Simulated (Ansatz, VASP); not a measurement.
**Two plane-wave programs on Ti3Si**

```
Ti Si
1.0
     5.58381    0.00000    0.00000
    -2.79190    4.83572    0.00000
     0.00000    0.00000    4.47321
Ti Si
6 2
Cartesian
  1.4372 0.8298 3.3549
  4.1466 0.8298 3.3549
  2.7919 3.1762 3.3549
  1.3547 4.0060 1.1183
  -1.3547 4.0060 1.1183
  0.0000 1.6595 1.1183
  0.0000 3.2238 3.3549
  2.7919 1.6119 1.1183
```

Alike in both runs: task single point; functional PBEsol; k mesh 12 × 12 × 10; occupations gaussian, width 0.15 eV; no spin polarisation.

```csv
,VASP,Ansatz
version,VASP 6.6.1,Ansatz 0.2.0
potentials or method,"VASP PAW PBE potentials, release 64 (Ti_sv, Si), cutoff 520 eV","scalar-relativistic, plane waves, PAW"
valence electrons in the cell,80,80
```

```csv
,VASP,Ansatz,Ansatz less VASP
gap on the k mesh at the Fermi level (eV),none,none,-
pressure (GPa),0.0,0.0,+0.02
rms of the force components (eV/Å),0.003,0.003,+0.0005
```

VASP's potentials were made for PBE, not for PBEsol. Atom by atom the forces differ by 0.006 eV/Å (rms over components). A gap of «none» marks a metal or a gap that the smearing closes. The functional is the same, so the differences come from potentials, cutoffs and numerics.
